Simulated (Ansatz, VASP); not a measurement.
**One calculation of Al, two programs**

```
CELL_PARAMETERS angstrom
0.00000 1.86206 2.18590
1.86206 0.00000 2.18590
1.86206 1.86206 0.00000
ATOMIC_POSITIONS crystal
Al 0.00000 0.00000 0.00000
```

Change from the starting cell: strain -0.080 along x and y, +0.080 along z, atoms carried along.

Alike in both runs: task single point; functional PBE; k mesh 20 × 20 × 20; occupations gaussian, width 0.15 eV; no spin polarisation.

|  | VASP | Ansatz |
| --- | --- | --- |
| version | VASP 6.6.1 | Ansatz 0.2.0 |
| potentials or method | VASP PAW PBE potentials, release 64 (Al), cutoff 520 eV | scalar-relativistic, plane waves, PAW |
| valence electrons in the cell | 3 | 3 |

```csv
,VASP,Ansatz,Ansatz less VASP
gap on the k mesh at the Fermi level (eV),none,none,-
pressure (GPa),10.4,10.4,+0.03
"traceless stress, the component that is largest in VASP (GPa)",-9.82,-9.83,-0.010
```

A gap of «none» marks a metal or a gap that the smearing closes. With one functional, cell and mesh, what is left measures potentials, basis and numerics.
